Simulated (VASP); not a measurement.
Input of a VASP 6.6.1 run:

Contents of INCAR:

```
ALGO     = Normal         # electronic algorithm
EDIFF    = 1E-6           # SCF threshold, eV
ENCUT    = 520            # plane-wave cutoff, eV
GGA      = PE             # functional
ISIF     = 2              # what is computed and relaxed
ISMEAR   = -1             # smearing method
IVDW     = 12             # dispersion correction
LASPH    = True           # aspherical terms in the spheres
LCHARG   = True           # write CHGCAR
LELF     = True           # ELF
LREAL    = False          # projectors in reciprocal space
LVHAR    = True         
LWAVE    = False          # write WAVECAR
NBANDS   = 15             # bands
NELM     = 60             # most SCF steps
PREC     = Accurate       # precision mode
SIGMA    = 0.05           # smearing width, eV
```

Contents of KPOINTS:

```
k-points
0
Gamma
  10 10 10
```

File POSCAR:

```
TaN
1.0
    0.0000000000      2.1922496607      2.1922496607
    2.1922496607      0.0000000000      2.1922496607
    2.1922496607      2.1922496607      0.0000000000
Ta N
1 1
Direct
    0.5000000000      0.5000000000      0.5000000000
    0.0000000000      0.0000000000      0.0000000000
```

Potentials or basis: VASP PAW PBE potentials, release 64 (Ta_pv, N).

Command:

```console
$ cat potpaw_PBE.64/Ta_pv/POTCAR potpaw_PBE.64/N/POTCAR > POTCAR
$ mpirun -np 1 vasp_std > vasp.out
```

**Question.** Estimate the pressure.

**Answer.** 0.9 GPa.

**Question.** What does it give for the dispersion energy per atom?

**Answer.** -0.477 eV.

**Question.** Estimate the band gap on the k mesh.

**Answer.** Zero (band 8 reaches 11.57 eV, above the bottom of band 9 at 7.51 eV).

Caveat: spin-orbit coupling is left out, which moves the levels of the heavy elements; pairwise dispersion overbinds metals, which lowers pressure and volume.
